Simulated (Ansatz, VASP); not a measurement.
**One calculation of LaP, two programs**

```
La P
1.0
     0.00000    2.98238    3.01250
     2.98238    0.00000    3.01250
     2.98238    2.98238    0.00000
La P
1 1
Direct
  0.00000 0.00000 0.00000
  0.50000 0.50000 0.50000
```

Change from the starting cell: equal xx and yy strain of -1 %.

Alike in both runs: task single point; functional LDA; k mesh 10 × 10 × 10; occupations fermi-dirac, width 0.03 eV; no spin polarisation.

```csv
,VASP,Ansatz
version,VASP 6.6.1,Ansatz 0.2.0
potentials or method,"VASP PAW LDA potentials, release 64 (La, P), cutoff 520 eV","all-electron LAPW, scalar-relativistic"
```

```tsv
	VASP	Ansatz	Ansatz less VASP
pressure (GPa)	-1.8	-1.8	+0.05
traceless stress, the component that is largest in VASP (GPa)	-0.96	-0.96	-0.002
```

LDA's correlation is that of Perdew and Zunger in VASP and of Perdew and Wang (1992) in Ansatz. Ansatz ran all-electron here, and VASP with PAW potentials.

Spin-orbit coupling is off throughout.
